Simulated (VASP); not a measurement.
BP, 2 atoms in the cell. Symmetry: F-43m, No. 216, cubic system. Conventional cell: a = 4.537 Å, b = 4.537 Å, c = 4.537 Å, α = 90.00°, β = 90.00°, γ = 90.00°. B (site symmetry -43m) has 4 P at 1.96 Å within 2.6 Å. P (site symmetry -43m) has 4 B at 1.96 Å within 2.6 Å. 

- Program: VASP 6.6.1
- Task: single point
- Functional: PBE
- Potentials or basis: VASP PAW PBE potentials, release 64 (B, P)
- Cutoff: 520 eV
- k mesh: 6 × 6 × 6
- Occupations: gaussian, width 0.01 eV
- Spin: no spin polarisation
- Dipole correction: no
- Further INCAR settings: ALGO = Normal; EDIFF = 1e-07; NBANDS = 11

Potentials or basis: VASP PAW PBE potentials, release 64 (B, P).

Launch:

```sh
$ cat potpaw_PBE.64/B/POTCAR potpaw_PBE.64/P/POTCAR > POTCAR
$ mpirun -np 1 vasp_std > vasp.out
```

Hardware: 1 thread of Intel Xeon 6975P-C, with other jobs on the host.

Question: Estimate the wall time of this run.

Answer: Run time: 2.4 s on 1 thread of Intel Xeon 6975P-C, with other jobs on the host, peak memory 0.13 GiB. Counts: scf iterations 14, k points 16.
